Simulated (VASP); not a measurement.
Crystal: Ta.

```
Ta
1.0
     2.90037    0.00000    0.00000
    -1.45019    2.51180    0.00000
     0.00000    0.00000    5.16627
Ta
2
Direct
  0.66667 0.33333 0.75000
  0.33333 0.66667 0.25000
```

- Program: VASP 6.6.1
- Task: relaxation of cell and atoms
- Functional: BLYP
- Dispersion: D3(BJ)
- Potentials or basis: VASP PAW PBE potentials, release 64 (Ta_pv)
- Cutoff: 600 eV
- k mesh: 11 × 11 × 6
- Occupations: gaussian, width 0.1 eV
- Spin: no spin polarisation

At the start: pressure -7.9 GPa; volume 18.82 Å³/atom.

**Question.** How do energy, volume and symmetry change on relaxing?

**Answer.** Over 8 steps the energy falls by 19.6 meV/atom and the volume is 18.05 Å³/atom (-4.1 %); space group P6_3/mmc (No. 194, to 0.05 Å).

Step by step:
| step | energy change (eV) | largest force (eV/Å) | pressure (GPa) | volume (Å³) |
| --- | --- | --- | --- | --- |
| 1 | 0.0000 | 0.0000 | -7.93 | 37.64 |
| 2 | 0.1902 | 0.0000 | 23.68 | 32.79 |
| 3 | -0.0391 | 0.0000 | -0.32 | 36.16 |
| 4 | -0.0392 | 0.0000 | -0.02 | 36.11 |
| 5 | -0.0391 | 0.0000 | 0.14 | 36.08 |
| 6 | -0.0391 | 0.0000 | -0.31 | 36.15 |
| 7 | -0.0392 | 0.0000 | -0.09 | 36.11 |
| 8 | -0.0392 | 0.0000 | -0.01 | 36.10 |

Final structure:
```
Ta
1.0
     2.85855    0.00000    0.00000
    -1.42928    2.47558    0.00000
     0.00000    0.00000    5.10196
Ta
2
Direct
  0.66667 0.33333 0.75000
  0.33333 0.66667 0.25000
```

Caveat: the PAW data sets were made with another functional, which shifts forces and pressure a little; pairwise dispersion overbinds metals, which lowers pressure and volume.
